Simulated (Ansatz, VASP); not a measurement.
# Two plane-wave programs on Al

```
Al
1.0
     2.88957    0.00000    0.00000
    -1.44478    2.50244    0.00000
     0.00000    0.00000    9.24105
Al
4
Direct
  0.00000 0.00000 0.00000
  0.33333 0.66667 0.25000
  0.00000 0.00000 0.50000
  0.66667 0.33333 0.75000
```

Change from the starting cell: mode 4 frozen in at +0.000 Å, equal normal strain along x and y +0.0267.

Alike in both runs: task single point; functional PBE; dispersion D3(BJ); k mesh 18 × 18 × 4; occupations gaussian, width 0.15 eV; no spin polarisation.

|  | VASP | Ansatz |
| --- | --- | --- |
| version | VASP 6.6.1 | Ansatz 0.2.0 |
| potentials or method | VASP PAW PBE potentials, release 64 (Al), cutoff 520 eV | scalar-relativistic, plane waves, PAW |
| valence electrons in the cell | 12 | 12 |

```csv
,VASP,Ansatz,Ansatz less VASP
gap on the k mesh at the Fermi level (eV),none,none,-
pressure (GPa),-4.0,-4.0,+0.01
"traceless stress, the component that is largest in VASP (GPa)",1.38,1.38,-0.002
```

A gap of «none» marks a metal or a gap that the smearing closes.
